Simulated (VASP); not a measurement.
A run of VASP 6.6.1 is set up as follows.

File INCAR:

```
PREC = Accurate ; ENCUT = 500
EDIFF = 1E-6 ; ISMEAR = -1
SIGMA = 0.05 ; LREAL = F
LASPH = T ; NELM = 120
ALGO = Normal ; ISIF = 2
LWAVE = F ; LCHARG = F
GGA = PE ; NBANDS = 18
GGA_COMPAT = F
```

The input KPOINTS:

```
Automatic mesh
0
Gamma
  9 9 6
```

POSCAR

```
PtSe2
1.0
    3.7240000000      0.0000000000      0.0000000000
   -1.8620000000      3.2250790000      0.0000000000
    0.0000000000      0.0000000000      5.0620000000
Pt Se
1 2
Direct
    0.0000000000      0.0000000000      0.0000000000
    0.3333333333      0.6666666667      0.2500000000
    0.6666666667      0.3333333333      0.7500000000
```

Potentials or basis: VASP PAW PBE potentials, release 64 (Pt, Se).

Command:

```sh
$ cat potpaw_PBE.64/Pt/POTCAR potpaw_PBE.64/Se/POTCAR > POTCAR
$ mpirun -np 1 vasp_std > vasp.out
```

Problem. Predict the largest force.

Solution. 0.581 eV/Å.

Problem. What does it give for the band gap on the k mesh?

Solution. Zero (band 11 reaches 6.94 eV, above the bottom of band 12 at 6.56 eV).

Problem. Predict the pressure.

Solution. 7.3 GPa.

Stress tensor (GPa, compression positive):
```
7.97 0.00 0.00
0.00 7.97 0.00
0.00 0.00 5.99
```

Caveat: spin-orbit coupling is left out, which moves the levels of the heavy elements.
